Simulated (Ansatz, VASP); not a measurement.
In3Cu: VASP beside Ansatz

INCAR

```
ALGO = Fast ; EDIFF = 1E-6
ENCUT = 520 ; ISIF = 2
ISMEAR = 0 ; LASPH = True
LCHARG = False ; LREAL = False
LWAVE = False ; NBANDS = 33
NELM = 100 ; PREC = Accurate
SIGMA = 0.15
```

File KPOINTS:

```
k-points
0
Gamma
  10 10 10
```

File POSCAR:

```
In3Cu
1.0
    4.4468471558      0.1204189193      0.1204189193
    0.1204189193      4.4468471558      0.1204189193
    0.1204189193      0.1204189193      4.4468471558
In Cu
3 1
Direct
    0.0000000000      0.5000000000      0.5000000000
    0.5000000000      0.0000000000      0.5000000000
    0.5000000000      0.5000000000      0.0000000000
    0.0000000000      0.0000000000      0.0000000000
```

Input for Ansatz:

```yaml
crystal:
  lattice:
    - [4.4468471558, 0.1204189193, 0.1204189193]
    - [0.1204189193, 4.4468471558, 0.1204189193]
    - [0.1204189193, 0.1204189193, 4.4468471558]
  atoms:
    - { symbol: In, position: [0.0, 0.5, 0.5] }
    - { symbol: In, position: [0.5, 0.0, 0.5] }
    - { symbol: In, position: [0.5, 0.5, 0.0] }
    - { symbol: Cu, position: [0.0, 0.0, 0.0] }
basis:
  ecutwfc: 520.0
kpoints:
  mp_grid: { grid: [10, 10, 10] }
hamiltonian:
  xc: lda
scf:
  occupations: { method: gaussian, width: 0.15 }
output:
  forces: true
  stress: true
  eigenvalues: true
```

Alike in both runs: task single point; functional LDA; k mesh 10 × 10 × 10; occupations gaussian, width 0.15 eV; no spin polarisation.

|  | VASP | Ansatz |
| --- | --- | --- |
| version | VASP 6.6.1 | Ansatz 0.2.0 |
| potentials or method | VASP PAW LDA potentials, release 64 (In_d, Cu), cutoff 520 eV | scalar-relativistic, plane waves, PAW |
| valence electrons in the cell | 50 | 58 |

```tsv
	VASP	Ansatz	Ansatz less VASP
gap on the k mesh at the Fermi level (eV)	none	none	-
pressure (GPa)	-3.9	-3.9	-0.03
traceless stress, the component that is largest in VASP (GPa)	-0.37	-0.37	+0.005
```

LDA's correlation is that of Perdew and Zunger in VASP and of Perdew and Wang (1992) in Ansatz. A gap of «none» marks a metal or a gap that the smearing closes. VASP's potentials hold 50 valence electrons a cell and Ansatz's 58, so a difference there can come from the potentials and not from the codes.
